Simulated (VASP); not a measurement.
# Co3Si2S2 (R-3m) in VASP: single point with r2SCAN+U

Aim: the single point of Co3Si2S2 with r2SCAN+U.

Program: VASP 6.6.1. These are calculated values, not measurements. Logs are shortened: lines on timing, memory, paths and dates and some standing lists are left out, and cuts for length are marked.

## (1) The cell of the first run

The structure is trigonal, space group R-3m (No. 166). The conventional cell has a = 5.081 Å, b = 5.081 Å, c = 13.058 Å, α = 90.00°, β = 90.00°, γ = 120.00°. Si (site symmetry -3m) has 6 Co at 2.62 Å and 6 S at 3.02 Å within 3.5 Å. Within 3.4 Å of Si (site symmetry -3m) lie 6 Co at 2.54 Å and 8 S at 2.89 to 3.28 Å. Within 2.7 Å of Co (site symmetry 2/m) lie 2 S at 2.07 Å and 4 Co at 2.54 Å and 4 Si at 2.54 to 2.62 Å. Within 2.7 Å of S (site symmetry 3m) lie 3 Co at 2.07 Å.

## (2) Single point, r2SCAN+U, collinear spin, ferromagnetic start

POSCAR reads:

```
Co3Si2S2
1.0
    0.0000000000     -2.9028909200      4.1695511400
    2.4588269200     -1.5430186000     -4.1695511400
    2.7899948600      1.5430186000      4.1695511400
Si Co S
2 3 2
Direct
    0.0000000000      0.0000000000      0.0000000000
    0.5000000000      0.5000000000      0.5000000000
    0.0000000000      0.5000000000      0.5000000000
    0.5000000000      0.0000000000      0.5000000000
    0.0000000000      0.0000000000      0.5000000000
    0.7210000000      0.2790000000      0.8370000000
    0.2790000000      0.7210000000      0.1630000000
```

INCAR.step1 reads:

```
SYSTEM = Co3Si2S2
PREC     = Accurate       ! precision mode
ENCUT    = 520            ! plane-wave cutoff, eV
ISMEAR   = -1             ! smearing method
SIGMA    = 0.1            ! smearing width, eV
LREAL    = .FALSE.        ! projectors in reciprocal space
LASPH    = .TRUE.         ! aspherical terms in the spheres
NELM     = 150            ! most SCF steps
ISPIN    = 2              ! spin polarisation
MAGMOM   = 0 0 3 3 3 0 0  ! initial moments
LMAXMIX  = 4              ! l up to which the mixer works
LDAU     = .TRUE.         ! DFT+U
LDAUTYPE = 2            
LDAUL    = -1 2 -1        ! shell
LDAUU    = 0 1.54 0       ! U, eV
LDAUJ    = 0 0 0        
NBANDS   = 36             ! bands
GGA      = PE             ! functional
ALGO     = Normal         ! electronic algorithm
EDIFF    = 1E-4           ! SCF threshold, eV
LWAVE    = .TRUE.         ! write WAVECAR
LCHARG   = .FALSE.        ! write CHGCAR
```

INCAR.step2 reads:

```
SYSTEM = Co3Si2S2
PREC     = Accurate       ! precision mode
ENCUT    = 520            ! plane-wave cutoff, eV
EDIFF    = 1E-6           ! SCF threshold, eV
ISMEAR   = -1             ! smearing method
SIGMA    = 0.1            ! smearing width, eV
LREAL    = .FALSE.        ! projectors in reciprocal space
LASPH    = .TRUE.         ! aspherical terms in the spheres
NELM     = 150            ! most SCF steps
ALGO     = Normal         ! electronic algorithm
ISIF     = 2              ! what is computed and relaxed
LWAVE    = .FALSE.        ! write WAVECAR
LCHARG   = .FALSE.        ! write CHGCAR
ISPIN    = 2              ! spin polarisation
MAGMOM   = 0 0 3 3 3 0 0  ! initial moments
LORBIT   = 11             ! projections on sites
LMAXMIX  = 4              ! l up to which the mixer works
LDAU     = .TRUE.         ! DFT+U
LDAUTYPE = 2            
LDAUL    = -1 2 -1        ! shell
LDAUU    = 0 1.54 0       ! U, eV
LDAUJ    = 0 0 0        
LDAUPRINT= 1            
METAGGA  = R2SCAN         ! meta-GGA
LMIXTAU  = .TRUE.       
NBANDS   = 36             ! bands
ISTART   = 1
```

KPOINTS reads:

```
Automatic mesh
0
G
  5 5 5
  0 0 0
```

Potentials or basis: VASP PAW PBE potentials, release 64 (Si, Co, S).

On the command line:

```bash
> cat potpaw_PBE.64/Si/POTCAR potpaw_PBE.64/Co/POTCAR potpaw_PBE.64/S/POTCAR > POTCAR
> cp INCAR.step1 INCAR
> mpirun -np 1 vasp_std > vasp.out
> cp INCAR.step2 INCAR
> mpirun -np 1 vasp_std > vasp.out
```

OUTCAR:

```text
SYSTEM = Co3Si2S2
   PREC = Accurate
   ENCUT = 520
   EDIFF = 1E-6
   ISMEAR = -1
   LREAL = .FALSE.
   LASPH = .TRUE.
   NELM = 150
   ISIF = 2
   ISPIN = 2
   LORBIT = 11
   METAGGA = R2SCAN
   ISTART = 1

 ion  position               nearest neighbor table
   1  0.000  0.000  0.000-   3 2.62   3 2.62   5 2.62   5 2.62   4 2.62   4 2.62
   2  0.500  0.500  0.500-   4 2.54   4 2.54   3 2.54   3 2.54   5 2.54   5 2.54   6 2.89   7 2.89

   3  0.000  0.500  0.500-   6 2.07   7 2.07   5 2.54   5 2.54   2 2.54   2 2.54   4 2.54   4 2.54
                             1 2.62   1 2.62
   4  0.500  0.000  0.500-   6 2.07   7 2.07   2 2.54   2 2.54   5 2.54   5 2.54   3 2.54   3 2.54
                             1 2.62   1 2.62
   5  0.000  0.000  0.500-   6 2.07   7 2.07   3 2.54   3 2.54   4 2.54   4 2.54   2 2.54   2 2.54
                             1 2.62   1 2.62
   6  0.721  0.279  0.837-   4 2.07   5 2.07   3 2.07   2 2.89
   7  0.279  0.721  0.163-   4 2.07   5 2.07   3 2.07   2 2.89

  LATTYP: Found a trigonal (rhomboedric) cell.
 ALAT       =     5.2488217800
 COS(alpha) =     0.5315463753

  Lattice vectors:

 A1 = (   5.2488217800,   0.0000000000,   0.0000000000)
 A2 = (   2.7899948600,   4.4459095200,   0.0000000000)
 A3 = (   2.7899948600,   1.5430186000,   4.1695511400)

Analysis of symmetry for initial positions (statically):
=====================================================================
 Subroutine PRICEL returns:
 Original cell was already a primitive cell.

 Routine SETGRP: Setting up the symmetry group for a
 trigonal (rhombohedral) supercell.

 Subroutine GETGRP returns: Found 12 space group operations
 (whereof 12 operations were pure point group operations)
 out of a pool of 12 trial point group operations.

The static configuration has the point symmetry D_3d.

Analysis of symmetry for dynamics (positions and initial velocities):
=====================================================================
 Subroutine PRICEL returns:
 Original cell was already a primitive cell.

 Routine SETGRP: Setting up the symmetry group for a
 trigonal (rhombohedral) supercell.

 Subroutine GETGRP returns: Found 12 space group operations
 (whereof 12 operations were pure point group operations)
 out of a pool of 12 trial point group operations.

The dynamic configuration has the point symmetry D_3d.

Analysis of structural, dynamic, and magnetic symmetry:
=====================================================================
 Subroutine PRICEL returns:
 Original cell was already a primitive cell.

 Routine SETGRP: Setting up the symmetry group for a
 trigonal (rhombohedral) supercell.

 Subroutine GETGRP returns: Found 12 space group operations
 (whereof 12 operations were pure point group operations)
 out of a pool of 12 trial point group operations.

The overall configuration has the point symmetry D_3d.

 Subroutine INISYM returns: Found 12 space group operations
 (whereof 12 operations are pure point group operations),
 and found     1 'primitive' translations

----------------------------------------------------------------------------------------

                                     Primitive cell

  volume of cell :      97.2998

  direct lattice vectors                    reciprocal lattice vectors
     0.000000000 -2.902890920  4.169551140     0.000000000 -0.224925855  0.083237923
     2.458826920 -1.543018600 -4.169551140     0.190518947 -0.119558637 -0.083238140
[... 101 lines left out ...]
   NUPDOWN=      -1.0000    fix difference up-down
   EMIN   =  10.00;   EMAX   =-10.00  energy-range for DOS
   EFERMI =   0.00;   METHOD = LEGACY
   ISMEAR =    -1;   SIGMA  =   0.10  broadening in eV -4-tet -1-fermi 0-gaus
   EFERMI_NEDOS =   21; number of points for ismear=-14 and -15
   IALGO  =     38    algorithm
   IMIX   =      4    mixing-type and parameters
     AMIX     =   0.40;   BMIX     =  1.00
     AMIX_MAG =   1.60;   BMIX_MAG =  1.00
  volume/ion in A,a.u.               =      13.90        93.80
  Fermi-wavevector in a.u.,A,eV,Ry     =   1.284508  2.427368 22.449085  1.649961
  Thomas-Fermi vector in A             =   2.416698
   LORBIT       =     11    0 simple, 1 ext, 2 COOP (PROOUT), +10 PAW based schemes
 LDA+U is selected, type is set to LDAUTYPE =  2
   angular momentum for each species LDAUL =    -1    2   -1
   U (eV)           for each species LDAUU =   0.0  1.5  0.0
   J (eV)           for each species LDAUJ =   0.0  0.0  0.0
   METAGGA = R2SCAN    functional components
   LHFCALC =     F    Hartree Fock is set to
   AEXX    =    0.0000 exact exchange contribution
   IVDW    =     0    specifies the selected vdW correction
   LEPSILON=     F    determine dielectric tensor
   LRPA    =     F    only Hartree local field effects (RPA)
 spin polarized calculation
  energy-cutoff  :      520.00
  volume of cell :       97.30
 maximum number of plane-waves:      2632
 NGX is ok and might be reduce to    40
   NGX = 19   NGY = 19   NGZ = 19

atom =   3  type =  2  l = 2

 onsite density matrix

spin component  1
[... 83 lines left out ...]
  o =  0.5202  v =  0.0000  0.0000  0.0000  0.0000  0.0000 -0.0836  0.8642  0.0000 -0.4780  0.1331      0.0000  0.0000  0.0000  0.0000  0.0000  0.0000  0.0000  0.0000  0.0000  0.0000
  o =  0.5399  v =  0.0000  0.0000  0.0000  0.0000  0.0000  0.8076 -0.0132 -0.3003 -0.0239  0.5068      0.0000  0.0000  0.0000  0.0000  0.0000  0.0000  0.0000  0.0000  0.0000  0.0000
  o =  0.6614  v = -0.7272  0.1919  0.3253  0.3469 -0.4563  0.0000  0.0000  0.0000  0.0000  0.0000      0.0000  0.0000  0.0000  0.0000  0.0000  0.0000  0.0000  0.0000  0.0000  0.0000
  o =  0.7518  v =  0.0000  0.0000  0.0000  0.0000  0.0000  0.0965  0.4621  0.2747  0.8355  0.0606      0.0000  0.0000  0.0000  0.0000  0.0000  0.0000  0.0000  0.0000  0.0000  0.0000
  o =  0.7976  v =  0.4311  0.3562  0.4462  0.6442  0.2705  0.0000  0.0000  0.0000  0.0000  0.0000      0.0000  0.0000  0.0000  0.0000  0.0000  0.0000  0.0000  0.0000  0.0000  0.0000
  o =  0.8430  v = -0.0566  0.8701  0.0001 -0.4812  0.0902  0.0000  0.0000  0.0000  0.0000  0.0000      0.0000  0.0000  0.0000  0.0000  0.0000  0.0000  0.0000  0.0000  0.0000  0.0000
  o =  0.8519  v =  0.0530 -0.2656  0.8337 -0.4800  0.0332  0.0000  0.0000  0.0000  0.0000  0.0000      0.0000  0.0000  0.0000  0.0000  0.0000  0.0000  0.0000  0.0000  0.0000  0.0000
  o =  0.8563  v =  0.0000  0.0000  0.0000  0.0000  0.0000 -0.2365  0.1433 -0.9134  0.2592 -0.1484      0.0000  0.0000  0.0000  0.0000  0.0000  0.0000  0.0000  0.0000  0.0000  0.0000
  o =  0.8830  v =  0.0000  0.0000  0.0000  0.0000  0.0000 -0.5249 -0.1376  0.0000  0.0761  0.8365      0.0000  0.0000  0.0000  0.0000  0.0000  0.0000  0.0000  0.0000  0.0000  0.0000
  o =  0.8911  v =  0.5285  0.0932 -0.0000 -0.0515 -0.8422  0.0000  0.0000  0.0000  0.0000  0.0000      0.0000  0.0000  0.0000  0.0000  0.0000  0.0000  0.0000  0.0000  0.0000  0.0000

 number of electron      47.0000005 magnetization       1.0301479

 Free energy of the ion-electron system (eV)
  ---------------------------------------------------
  ext. energy  EPLUGINS =         0.00000000
  ---------------------------------------------------
  free energy    TOTEN  =       -70.00878262 eV

  energy without entropy =      -69.93866042  energy(sigma->0) =      -69.97372152

 E-fermi :   8.6759     XC(G=0): -12.3051

 val. band max:        8.6546866139   @ k =  -0.4000  -0.0000   0.2000
 cond. band min:       8.6850266823   @ k =   0.4000   0.0000  -0.0000
 fundamental gap:      0.0303400683
 Fermi energy:         8.6758545994

 spin component 1

 k-point     1 :       0.0000    0.0000    0.0000
  band No.  band energies     occupation
      1      -7.4516      1.00000
      2      -5.1185      1.00000
      3      -0.2140      1.00000
      4       1.4003      1.00000
      5       1.8462      1.00000
      6       1.9523      1.00000
[... 711 lines left out ...]
     34      16.0559      0.00000
     35      16.4487      0.00000
 Fermi energy:         8.6758545994

 spin component 2

 k-point     1 :       0.0000    0.0000    0.0000
  band No.  band energies     occupation
      1      -7.4962      1.00000
      2      -5.1632      1.00000
      3      -0.3062      1.00000
      4       1.3884      1.00000
      5       1.8446      1.00000
      6       2.1196      1.00000
[... 711 lines left out ...]
     34      16.0614      0.00000
     35      16.4810      0.00000
 [bands above 35 left out]

------------------------ aborting loop because EDIFF is reached ----------------------------------------

  FORCE on cell =-STRESS in cart. coord.  units (eV):
  Direction    XX          YY          ZZ          XY          YZ          ZX
  --------------------------------------------------------------------------------------
  -------------------------------------------------------------------------------------
  Total       -4.6367407     -2.1816204     -1.6241470     -1.9561433     -0.7531973     -1.3618864
  in kB      -76.3504566    -35.9234478    -26.7438642    -32.2106508    -12.4024536    -22.4253745
  external PRESSURE =     -46.3392562 kB  Pullay stress =       0.0000000 kB

 VOLUME and BASIS-vectors are now :
 -----------------------------------------------------------------------------
  energy-cutoff  :      520.00
  volume of cell :       97.30
      direct lattice vectors                 reciprocal lattice vectors
     0.000000000 -2.902890920  4.169551140     0.000000000 -0.224925855  0.083237923
     2.458826920 -1.543018600 -4.169551140     0.190518947 -0.119558637 -0.083238140
     2.789994860  1.543018600  4.169551140     0.190518947  0.105367218  0.073357906

 POSITION                                       TOTAL-FORCE (eV/Angst)
 -----------------------------------------------------------------------------------
      0.00000      0.00000      0.00000        -0.000000      0.000000      0.000000
      2.62441     -1.45145      2.08478        -0.000000      0.000000      0.000000
      2.62441      0.00000      0.00000        -0.000000     -0.000000      0.000000
      1.39500     -0.67994      4.16955        -0.000000      0.000000      0.000000
      1.39500      0.77151      2.08478        -0.000000      0.000000      0.000000
      3.02124     -1.23198      5.33286         1.832388      1.013412      0.705547
      2.22758     -1.67091     -1.16330        -1.832388     -1.013412     -0.705547
 -----------------------------------------------------------------------------------
    total drift:                               -0.000000     -0.000000     -0.000000

  FREE ENERGIE OF THE ION-ELECTRON SYSTEM (eV)
  ---------------------------------------------------
  free  energy   TOTEN  =       -70.0087826164 eV

  energy  without entropy=      -69.9386604210  energy(sigma->0) =      -69.97372152

 total charge

# of ion       s       p       d       tot
------------------------------------------
    1        0.807   0.641   0.000   1.448
    2        0.793   0.695   0.000   1.488
    3        0.452   0.653   7.559   8.665
    4        0.452   0.653   7.559   8.665
    5        0.452   0.653   7.559   8.665
    6        1.339   2.395   0.000   3.734
    7        1.339   2.395   0.000   3.734
--------------------------------------------------
tot          5.635   8.085  22.678  36.398

 magnetization (x)

# of ion       s       p       d       tot
------------------------------------------
    1        0.006  -0.047   0.000  -0.041
    2        0.008  -0.042   0.000  -0.034
    3       -0.002  -0.018   0.495   0.475
    4       -0.002  -0.018   0.495   0.475
    5       -0.002  -0.018   0.495   0.475
    6       -0.002  -0.015   0.000  -0.017
    7       -0.002  -0.015   0.000  -0.017
--------------------------------------------------
tot          0.002  -0.173   1.486   1.315
```

Run time: 10 min. Hardware: 1 thread of Intel Xeon Platinum 8259CL at 2.50GHz (Skylake/Cascade Lake), shared host; peak memory 0.37 GiB.

What came out:

```yaml
Free_energy: -70.0088 eV
Pressure: -4.6 GPa
Largest_force: 2.210 eV/Å
Band_gap_on_the_k_mesh: zero (filled and empty bands overlap)
Net_moment: 1.03 μB per cell
Site_moments: Si -0.04, -0.03; Co +0.47; S -0.02 μB
Valence_electrons_inside_the_program's_atomic_spheres: Si 1.45, 1.49; Co 8.66; S 3.73
```

Forces in eV/Å, atoms in the order of the input:
```
Si   0.000  0.000  0.000
Si   0.000  0.000  0.000
Co   0.000  0.000  0.000
Co   0.000  0.000  0.000
Co   0.000  0.000  0.000
S    1.832  1.013  0.706
S   -1.832 -1.013 -0.706
```

Eigenvalues of the final occupation matrices:
```tsv
site	spin	trace	eigenvalues
site 3 d	1	4.04	0.66 0.80 0.84 0.85 0.89
site 3 d	2	3.55	0.52 0.54 0.75 0.86 0.88
site 4 d	1	4.04	0.66 0.80 0.84 0.85 0.89
site 4 d	2	3.55	0.52 0.54 0.75 0.86 0.88
site 5 d	1	4.04	0.66 0.80 0.84 0.85 0.89
site 5 d	2	3.55	0.52 0.54 0.75 0.86 0.88
```

Caveat: the cell stands under tension; the PAW data sets were made with another functional, which shifts forces and pressure a little. The state reached can hang on the start; a lower one may exist.

The gap in the log of VASP goes by the Fermi energy; the results here count the filled bands.